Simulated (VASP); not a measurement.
# Pt (Im-3m) in VASP: a series of runs

The runs below take Pt through single point, with PBEsol.

All numbers are computed with VASP 6.6.1; they aren't measurements. Logs are shortened: lines on timing, memory, paths and dates and some standing lists are left out, and cuts for length are marked.

## 1. The cell of the first run

The structure is cubic, space group Im-3m (No. 229). Conventional cell: a = 3.104 Å, b = 3.104 Å, c = 3.104 Å, α = 90.00°, β = 90.00°, γ = 90.00°. Within 3.5 Å of Pt (site symmetry m-3m) lie 14 Pt at 2.69 to 3.10 Å.

## 2. Single point, PBEsol

INCAR

```
SYSTEM = Pt
  PREC = Accurate
  ENCUT = 520
  EDIFF = 1E-7
  ISMEAR = -1
  SIGMA = 0.05
  LREAL = .False.
  LASPH = .True.
  NELM = 60
  ALGO = Normal
  ISIF = 2
  LWAVE = .False.
  LCHARG = .True.
  GGA = PS
  LELF = .True.
  LVHAR = .True.
  NBANDS = 11
```

KPOINTS

```
regular mesh
0
Gamma
  12 12 12
  0 0 0
```

POSCAR

```
Pt
1.0
   -1.5518799051      1.5518799051      1.5518799051
    1.5518799051     -1.5518799051      1.5518799051
    1.5518799051      1.5518799051     -1.5518799051
Pt
1
Direct
    0.0000000000      0.0000000000      0.0000000000
```

Potentials or basis: VASP PAW PBE potentials, release 64 (Pt).

The run is started by

```console
$ cat potpaw_PBE.64/Pt/POTCAR > POTCAR
$ mpirun -np 1 vasp_std > vasp.out
```

OUTCAR:

```text
SYSTEM = Pt
   PREC = Accurate
   ENCUT = 520
   EDIFF = 1E-7
   ISMEAR = -1
   LREAL = .False.
   LASPH = .True.
   NELM = 60
   ISIF = 2
   GGA = PS

 ion  position               nearest neighbor table
   1  0.000  0.000  0.000-

  LATTYP: Found a body centered cubic cell.
 ALAT       =     3.1037598102

  Lattice vectors:

 A1 = (  -1.5518799051,   1.5518799051,   1.5518799051)
 A2 = (   1.5518799051,  -1.5518799051,   1.5518799051)
 A3 = (   1.5518799051,   1.5518799051,  -1.5518799051)

Analysis of symmetry for initial positions (statically):
=====================================================================
 Subroutine PRICEL returns:
 Original cell was already a primitive cell.

 Routine SETGRP: Setting up the symmetry group for a
 body centered cubic supercell.

 Subroutine GETGRP returns: Found 48 space group operations
[... 9 lines left out ...]

 Routine SETGRP: Setting up the symmetry group for a
 body centered cubic supercell.

 Subroutine GETGRP returns: Found 48 space group operations
[... 11 lines left out ...]
                                     Primitive cell

  volume of cell :      14.9498

  direct lattice vectors                    reciprocal lattice vectors
    -1.551879905  1.551879905  1.551879905     0.000000000  0.322189880  0.322189880
     1.551879905 -1.551879905  1.551879905     0.322189880  0.000000000  0.322189880
     1.551879905  1.551879905 -1.551879905     0.322189880  0.322189880  0.000000000

  length of vectors
     2.687934843  2.687934843  2.687934843     0.455645298  0.455645298  0.455645298

  position of ions in fractional coordinates (direct lattice)
     0.000000000  0.000000000  0.000000000

  ion indices of the primitive-cell ions
   primitive index   ion index
                 1           1

----------------------------------------------------------------------------------------

 KPOINTS: regular mesh

Automatic generation of k-mesh.
 Grid dimensions read from file:
 generate k-points for:   12   12   12

 Generating k-lattice:

  Cartesian coordinates                     Fractional coordinates (reciprocal lattice)
     0.000000000  0.026849157  0.026849157     0.083333333  0.000000000  0.000000000
     0.026849157  0.000000000  0.026849157     0.000000000  0.083333333  0.000000000
     0.026849157  0.026849157  0.000000000     0.000000000  0.000000000  0.083333333

  Length of vectors
     0.037970441  0.037970441  0.037970441

  Shift w.r.t. Gamma in fractional coordinates (k-lattice)
     0.000000000  0.000000000  0.000000000

 Subroutine IBZKPT returns following result:
 ===========================================

 Found     72 irreducible k-points:

 Following reciprocal coordinates:
            Coordinates               Weight
  0.000000  0.000000  0.000000      1.000000
  0.083333  0.000000  0.000000     12.000000
  0.166667  0.000000  0.000000     12.000000
  0.250000  0.000000  0.000000     12.000000
  0.333333  0.000000  0.000000     12.000000
  0.416667  0.000000  0.000000     12.000000
[... 16 lines left out ...]
  0.333333  0.083333  0.083333     24.000000
  0.416667  0.083333  0.083333     12.000000
 [... further k-points ...]
   k-points           NKPTS =     72   k-points in BZ     NKDIM =     72   number of bands    NBANDS=     11
   number of dos      NEDOS =    301   number of ions     NIONS =      1
   total plane-waves  NPLWV =   8000
   dimension x,y,z NGX =    20 NGY =   20 NGZ =   20
   dimension x,y,z NGXF=    40 NGYF=   40 NGZF=   40
   ions per type =               1
   NGX,Y,Z   is equivalent  to a cutoff of  12.37, 12.37, 12.37 a.u.
   NGXF,Y,Z  is equivalent  to a cutoff of  24.74, 24.74, 24.74 a.u.
 SYSTEM =  Pt
   PREC   = accura    normal or accurate (medium, high low for compatibility)
   ISTART =      0    job   : 0-new  1-cont  2-samecut
   ICHARG =      2    charge: 1-file 2-atom 10-const
   ISPIN  =      1    spin polarized calculation?
   LNONCOLLINEAR =      F non collinear calculations
   LSORBIT =      F    spin-orbit coupling
   LASPH  =      T    aspherical Exc in radial PAW
   ENCUT  =  520.0 eV  38.22 Ry    6.18 a.u.   5.00  5.00  5.00*2*pi/ulx,y,z
   NELM   =     60;   NELMIN=  2; NELMDL= -5     # of ELM steps
   EDIFF  = 0.1E-06   stopping-criterion for ELM
   LREAL  =      F    real-space projection
   EDIFFG = 0.1E-05   stopping-criterion for IOM
   NSW    =      0    number of steps for IOM
   IBRION =     -1    ionic relax: 0-MD 1-quasi-New 2-CG
   NFREE  =      0    steps in history (QN), initial steepest desc. (CG)
   ISIF   =      2    stress and relaxation
   ISYM   =      2    0-nonsym 1-usesym 2-fastsym
   POTIM  = 0.5000    time-step for ionic-motion
   TEBEG  =    0.0;   TEEND  =   0.0 temperature during run
   PSTRESS=    0.0 pullay stress
   NELECT =      10.0000    total number of electrons
   NUPDOWN=      -1.0000    fix difference up-down
   EMIN   =  10.00;   EMAX   =-10.00  energy-range for DOS
   EFERMI =   0.00;   METHOD = LEGACY
   ISMEAR =    -1;   SIGMA  =   0.05  broadening in eV -4-tet -1-fermi 0-gaus
   EFERMI_NEDOS =   21; number of points for ismear=-14 and -15
   IALGO  =     38    algorithm
   IMIX   =      4    mixing-type and parameters
     AMIX     =   0.40;   BMIX     =  1.00
     AMIX_MAG =   1.60;   BMIX_MAG =  1.00
  volume/ion in A,a.u.               =      14.95       100.89
  Fermi-wavevector in a.u.,A,eV,Ry     =   1.431737  2.705592 27.890204  2.049872
  Thomas-Fermi vector in A             =   2.551441
   LORBIT       =      0    0 simple, 1 ext, 2 COOP (PROOUT), +10 PAW based schemes
   GGA     = PS    functional components
   LHFCALC =     F    Hartree Fock is set to
   AEXX    =    0.0000 exact exchange contribution
   IVDW    =     0    specifies the selected vdW correction
   LEPSILON=     F    determine dielectric tensor
   LRPA    =     F    only Hartree local field effects (RPA)
 non-spin polarized calculation
  energy-cutoff  :      520.00
  volume of cell :       14.95
 maximum number of plane-waves:       420
   NGX =  9   NGY =  9   NGZ =  9

 number of electron      10.0000000 magnetization

 Free energy of the ion-electron system (eV)
  ---------------------------------------------------
  ext. energy  EPLUGINS =         0.00000000
  ---------------------------------------------------
[... 26 lines left out ...]
  band No.  band energies     occupation
      1       1.1790      2.00000
      2       7.1164      2.00000
      3       7.2338      2.00000
      4       7.4821      2.00000
      5       9.8078      2.00000
      6       9.9705      2.00000
      7      28.2328      0.00000
      8      28.3682      0.00000
      9      28.5401      0.00000
     10      36.0473      0.00000
     11      36.7173      0.00000

 k-point     3 :       0.1667    0.0000    0.0000
  band No.  band energies     occupation
      1       2.0044      2.00000
      2       6.8002      2.00000
      3       7.1969      2.00000
      4       8.1917      2.00000
      5       9.5432      2.00000
      6      10.0043      2.00000
      7      28.2042      0.00000
      8      28.2993      0.00000
      9      29.8132      0.00000
     10      34.2416      0.00000
     11      34.3391      0.00000

 k-point     4 :       0.2500    0.0000    0.0000
  band No.  band energies     occupation
      1       3.0837      2.00000
      2       6.3982      2.00000
      3       7.2611      2.00000
      4       9.2819      2.00000
      5       9.4882      2.00000
      6      10.0780      2.00000
      7      26.0107      0.00000
      8      27.1764      0.00000
      9      31.7245      0.00000
     10      33.4873      0.00000
     11      34.2447      0.00000

 k-point     5 :       0.3333    0.0000    0.0000
  band No.  band energies     occupation
      1       3.7955      2.00000
      2       6.0253      2.00000
      3       8.0531      2.00000
      4       9.6749      2.00000
      5      10.1860      2.00000
      6      10.5748      1.99895
      7      22.5759      0.00000
      8      25.7274      0.00000
      9      30.4609      0.00000
     10      33.9698      0.00000
     11      35.1917      0.00000

 k-point     6 :       0.4167    0.0000    0.0000
  band No.  band energies     occupation
      1       3.9159      2.00000
      2       5.7680      2.00000
      3       9.4606      2.00000
      4      10.1639      2.00000
      5      10.2896      2.00000
      6      11.7268      0.00000
      7      19.3724      0.00000
      8      24.6528      0.00000
      9      28.1865      0.00000
     10      35.5678      0.00000
     11      36.0167      0.00000

 k-point     7 :       0.5000    0.0000    0.0000
  band No.  band energies     occupation
      1       3.8921      2.00000
      2       5.6768      2.00000
      3       9.7712      2.00000
      4      10.3333      1.99999
      5      11.0572      0.21973
      6      12.2156      0.00000
      7      17.7879      0.00000
      8      24.2662      0.00000
      9      27.3132      0.00000
     10      35.3440      0.00000
     11      36.8823      0.00000

 k-point     8 :       0.0833    0.0833    0.0000
  band No.  band energies     occupation
      1       1.7447      2.00000
      2       6.9753      2.00000
      3       7.0886      2.00000
      4       8.0076      2.00000
      5       9.5664      2.00000
      6      10.0216      2.00000
      7      28.3387      0.00000
      8      28.7947      0.00000
      9      29.0455      0.00000
     10      33.8271      0.00000
     11      35.7389      0.00000
[... 141 lines left out ...]
 k-point    19 :       0.3333    0.3333    0.0000
  band No.  band energies     occupation
      1       5.2388      2.00000
      2       6.7712      2.00000
      3       6.7712      2.00000
      4      10.2218      2.00000
      5      10.2218      2.00000
      6      16.8511      0.00000
      7      19.0571      0.00000
      8      19.0571      0.00000
      9      27.9412      0.00000
     10      33.7058      0.00000
     11      33.7058      0.00000

 k-point    20 :       0.0833    0.0833    0.0833
  band No.  band energies     occupation
      1       2.5201      2.00000
      2       6.7171      2.00000
      3       6.7171      2.00000
      4       8.9874      2.00000
      5       9.7903      2.00000
      6       9.7903      2.00000
      7      28.2534      0.00000
      8      28.2534      0.00000
      9      29.3627      0.00000
     10      31.2181      0.00000
     11      36.3557      0.00000

 k-point    21 :       0.1667    0.0833    0.0833
  band No.  band energies     occupation
      1       3.6001      2.00000
      2       6.3111      2.00000
      3       6.5786      2.00000
      4       9.6891      2.00000
      5      10.0110      2.00000
      6      10.3286      1.99999
      7      26.0550      0.00000
      8      27.0360      0.00000
      9      28.5117      0.00000
     10      30.6663      0.00000
     11      37.5906      0.00000

 k-point    22 :       0.2500    0.0833    0.0833
  band No.  band energies     occupation
      1       4.3601      2.00000
      2       5.9729      2.00000
      3       7.0954      2.00000
      4       9.7689      2.00000
      5      10.1884      2.00000
      6      11.9164      0.00000
      7      22.3720      0.00000
      8      25.6373      0.00000
      9      27.1658      0.00000
     10      32.5945      0.00000
     11      38.1024      0.00000

 k-point    23 :       0.3333    0.0833    0.0833
  band No.  band energies     occupation
      1       4.4451      2.00000
      2       5.7539      2.00000
      3       8.4155      2.00000
      4       9.8945      2.00000
      5      10.3085      1.99999
      6      13.5252      0.00000
      7      19.0913      0.00000
      8      24.6387      0.00000
      9      25.9523      0.00000
     10      34.6617      0.00000
     11      36.5464      0.00000

 k-point    24 :       0.4167    0.0833    0.0833
  band No.  band energies     occupation
      1       4.4036      2.00000
      2       5.6784      2.00000
      3       9.2083      2.00000
      4       9.9210      2.00000
      5      10.3524      1.99999
      6      14.5365      0.00000
      7      17.3707      0.00000
      8      24.2820      0.00000
      9      25.4100      0.00000
     10      35.7206      0.00000
     11      35.9560      0.00000

 [... further k-points ...]
[... 5 lines left out ...]
  --------------------------------------------------------------------------------------
  -------------------------------------------------------------------------------------
  Total        0.4037744      0.4037744      0.4037744     -0.0000000      0.0000000     -0.0000000
  in kB       43.2728074     43.2728074     43.2728074     -0.0000000      0.0000000     -0.0000000
  external PRESSURE =      43.2728074 kB  Pullay stress =       0.0000000 kB

 VOLUME and BASIS-vectors are now :
 -----------------------------------------------------------------------------
  energy-cutoff  :      520.00
  volume of cell :       14.95
      direct lattice vectors                 reciprocal lattice vectors
    -1.551879905  1.551879905  1.551879905     0.000000000  0.322189880  0.322189880
     1.551879905 -1.551879905  1.551879905     0.322189880  0.000000000  0.322189880
     1.551879905  1.551879905 -1.551879905     0.322189880  0.322189880  0.000000000

 POSITION                                       TOTAL-FORCE (eV/Angst)
 -----------------------------------------------------------------------------------
      0.00000      0.00000      0.00000         0.000000      0.000000     -0.000000
 -----------------------------------------------------------------------------------
    total drift:                                0.000000     -0.000000      0.000000

  FREE ENERGIE OF THE ION-ELECTRON SYSTEM (eV)
  ---------------------------------------------------
  free  energy   TOTEN  =        -6.8663175068 eV

  energy  without entropy=       -6.8607718072  energy(sigma->0) =       -6.86354466
```

Wall time 8.1 s (1 thread of Intel Xeon Platinum 8488C (Sapphire Rapids), shared host); peak memory 0.13 GiB.

What came out:

| Quantity | Value |
| --- | --- |
| Free energy | -6.8663 eV |
| Pressure | 4.3 GPa |
| Band gap on the k mesh | zero (band 5 reaches 12.17 eV, above the bottom of band 6 at 9.79 eV) |

Caveat: the PAW data sets were made with another functional, which shifts forces and pressure a little; spin-orbit coupling is left out, which moves the levels of the heavy elements.

## 3. Single point, PBEsol (volume scaled by 1.04)

INCAR

```
ALGO     = Normal         # electronic algorithm
EDIFF    = 1E-6           # SCF threshold, eV
ENCUT    = 520            # plane-wave cutoff, eV
GGA      = PS             # functional
ISIF     = 2              # what is computed and relaxed
ISMEAR   = -1             # smearing method
LASPH    = T              # aspherical terms in the spheres
LCHARG   = F              # write CHGCAR
LREAL    = F              # projectors in reciprocal space
LWAVE    = F              # write WAVECAR
NBANDS   = 11             # bands
NELM     = 60             # most SCF steps
PREC     = Accurate       # precision mode
SIGMA    = 0.05           # smearing width, eV
```

KPOINTS

```
k-points
0
Gamma
  12 12 12
```

POSCAR

```
Pt
1.0
   -1.6050673907      1.6050673907      1.6050673907
    1.6050673907     -1.6050673907      1.6050673907
    1.6050673907      1.6050673907     -1.6050673907
Pt
1
Direct
    0.0000000000      0.0000000000      0.0000000000
```

Potentials or basis: VASP PAW PBE potentials, release 64 (Pt).

The run is started by

```console
$ cat potpaw_PBE.64/Pt/POTCAR > POTCAR
$ mpirun -np 1 vasp_std > vasp.out
```

It took 9.9 s on 1 thread of Intel Xeon Platinum 8488C (Sapphire Rapids), shared host; peak memory 0.15 GiB.

Results (log left out):

| Item | Value |
| --- | --- |
| Free energy | -6.7813 eV |
| Pressure | -19.1 GPa |
| Band gap on the k mesh | zero (band 5 reaches 10.15 eV, above the bottom of band 6 at 8.18 eV) |

Levels at points of the mesh, in eV from the Fermi level:
```
           k point  band 3  band 4  band 5  band 6  band 7  band 8
(0.00, 0.00, 0.00)   -3.19   -3.19   -0.84   -0.84   17.14   17.14
(0.50, 0.00, 0.00)   -1.03   -0.55    0.41    1.02    5.95   13.27
(0.50, 0.50, 0.50)    0.54    0.54    0.54    7.57    7.57    7.57
```

Caveat: the cell differs from its parent crystal (volume scaled by 1.04); the PAW data sets were made with another functional, which shifts forces and pressure a little; spin-orbit coupling is left out, which moves the levels of the heavy elements.

## 4. Single point, PBEsol

This run uses another cell than the first one, of 13.94 Å³/atom, 0.932 times its volume.

INCAR

```
PREC = Accurate
ENCUT = 520
EDIFF = 1E-6
ISMEAR = -1
SIGMA = 0.05
LREAL = False
LASPH = True
NELM = 60
ALGO = Normal
ISIF = 2
LWAVE = False
LCHARG = False
GGA = PS
NBANDS = 11
```

KPOINTS

```
regular mesh
0
Gamma
  12 12 12
```

POSCAR

```
Pt
1.0
   -1.5159788186      1.5159788186      1.5159788186
    1.5159788186     -1.5159788186      1.5159788186
    1.5159788186      1.5159788186     -1.5159788186
Pt
1
Direct
    0.0000000000      0.0000000000      0.0000000000
```

The run is started by

```console
$ cat potpaw_PBE.64/Pt/POTCAR > POTCAR
$ mpirun -np 1 vasp_std > vasp.out
```

Run time: 4.5 s. Hardware: 1 thread of Intel Xeon 6975P-C (Granite Rapids), shared host; peak memory 0.13 GiB.

It converged, with:

```yaml
Free_energy: -6.7635 eV
Pressure: 29.7 GPa
Band_gap_on_the_k_mesh: zero (band 5 reaches 13.72 eV, above the bottom of band 6 at 11.00 eV)
```

Levels at points of the mesh, in eV from the Fermi level:
| k point | band 1 | band 2 | band 3 | band 4 | band 5 | band 6 | band 7 | band 8 | band 9 | band 10 |
| --- | --- | --- | --- | --- | --- | --- | --- | --- | --- | --- |
| (0.00, 0.00, 0.00) | -10.82 | -4.12 | -4.12 | -4.12 | -1.11 | -1.11 | 17.09 | 17.09 | 17.09 | 28.77 |
| (0.50, 0.00, 0.00) | -7.79 | -5.87 | -1.30 | -0.66 | -0.09 | 1.47 | 7.54 | 13.30 | 17.01 | 24.76 |
| (0.50, 0.50, 0.50) | -7.33 | -7.33 | 0.80 | 0.80 | 0.80 | 8.01 | 8.01 | 8.01 | 14.76 | 21.04 |

Caveat: the PAW data sets were made with another functional, which shifts forces and pressure a little; spin-orbit coupling is left out, which moves the levels of the heavy elements.

## 5. Single point, PBEsol

INCAR

```
SYSTEM = Pt
PREC = Accurate
ENCUT = 520
EDIFF = 1E-6
ISMEAR = -1
SIGMA = 0.05
LREAL = .FALSE.
LASPH = .TRUE.
NELM = 100
ALGO = Normal
ISIF = 2
LWAVE = .FALSE.
LCHARG = .FALSE.
GGA = PS
NBANDS = 11
```

KPOINTS

```
Automatic mesh
0
G
  12 12 12
  0 0 0
```

POSCAR

```
Pt
1.0
   -1.5512829256      1.5512829256      1.5512829256
    1.5512829256     -1.5512829256      1.5512829256
    1.5512829256      1.5512829256     -1.5512829256
Pt
1
Direct
    0.0000000000      0.0000000000      0.0000000000
```

The run is started by

```console
$ cat potpaw_PBE.64/Pt/POTCAR > POTCAR
$ mpirun -np 1 vasp_std > vasp.out
```

Wall time 4.4 s (1 thread of Intel Xeon 6975P-C (Granite Rapids), shared host); peak memory 0.12 GiB.

It converged, with:

```
Free energy            : -6.8658 eV
Pressure               : 4.7 GPa
Band gap on the k mesh : zero (band 5 reaches 12.20 eV, above the bottom of band 6 at 9.81 eV)
```

Levels at points of the mesh, in eV from the Fermi level:
| k point | band 1 | band 2 | band 3 | band 4 | band 5 | band 6 | band 7 | band 8 | band 9 | band 10 |
| --- | --- | --- | --- | --- | --- | --- | --- | --- | --- | --- |
| (0.00, 0.00, 0.00) | -10.08 | -3.72 | -3.72 | -3.72 | -0.99 | -0.99 | 17.14 | 17.14 | 17.14 | 27.87 |
| (0.50, 0.00, 0.00) | -7.07 | -5.29 | -1.18 | -0.62 | 0.10 | 1.27 | 6.85 | 13.31 | 16.37 | 24.40 |
| (0.50, 0.50, 0.50) | -6.58 | -6.58 | 0.68 | 0.68 | 0.68 | 7.82 | 7.82 | 7.82 | 13.64 | 19.92 |

Caveat: the PAW data sets were made with another functional, which shifts forces and pressure a little; spin-orbit coupling is left out, which moves the levels of the heavy elements.

## 6. Overview

| cell | gap on the mesh (eV) | pressure (GPa) |
| --- | --- | --- |
| a = 2.688 Å, angles 109.5°, 1 atom | none | 4.3 |
| a = 2.780 Å, angles 109.5°, 1 atom | none | -19.1 |
| a = 2.626 Å, angles 109.5°, 1 atom | none | 29.7 |
| a = 2.687 Å, angles 109.5°, 1 atom | none | 4.7 |

Alike in all rows: task single point; level PBEsol; potentials or basis VASP PAW PBE potentials, release 64 (Pt); no spin polarisation; k mesh 12 × 12 × 12; cutoff (eV) 520; smearing fermi-dirac 0.05 eV.

Caveats: the PAW data sets were made with another functional, which shifts forces and pressure a little; spin-orbit coupling is left out, which moves the levels of the heavy elements.

Total energies depend on the potentials used, so only differences within one code and one set of settings carry meaning.
